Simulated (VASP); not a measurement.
# MgO: single point with PBE+D3(BJ)

The system is MgO.

```
Mg O
1.0
     0.52045    2.42455    2.42455
     2.42455    0.52045    2.42455
     2.42455    2.42455    0.52045
Mg O
1 1
Direct
  0.00000 0.00000 0.00000
  0.50000 0.50000 0.50000
```

```
Program             : VASP 6.6.1
Task                : single point
Functional          : PBE
Dispersion          : D3(BJ)
Potentials or basis : VASP PAW PBE potentials, release 64 (Mg, O)
Cutoff              : 600 eV
k mesh              : 10 × 10 × 10
Occupations         : gaussian, width 0.05 eV
Spin                : no spin polarisation
```

```yaml
Pressure: -2.4 GPa
Band_gap_on_the_k_mesh: 0.25 eV, direct
Dispersion_energy_per_atom: -0.283 eV
```

Stress tensor (GPa, compression positive):
```
 -2.42 -44.87 -44.87
-44.87  -2.42 -44.87
-44.87 -44.87  -2.42
```

Levels at points of the mesh, in eV from the valence-band top:
```csv
k point,band 1,band 2,band 3,band 4,band 5,band 6,band 7,band 8
"(0.00, 0.00, 0.00)",-18.38,-3.40,0.00,0.00,0.25,11.98,15.17,16.96
"(0.50, 0.00, 0.00)",-16.71,-5.35,-3.06,-0.95,3.90,9.31,13.09,15.26
"(0.50, 0.50, 0.00)",-16.64,-5.17,-3.60,-1.08,4.97,8.41,10.77,16.99
"(0.50, 0.50, 0.50)",-17.80,-7.30,-0.19,-0.19,6.31,8.59,19.54,19.54
```

Run time: 54 s on 1 thread of Intel Xeon 8259CL, on a shared host, peak memory 0.19 GiB.
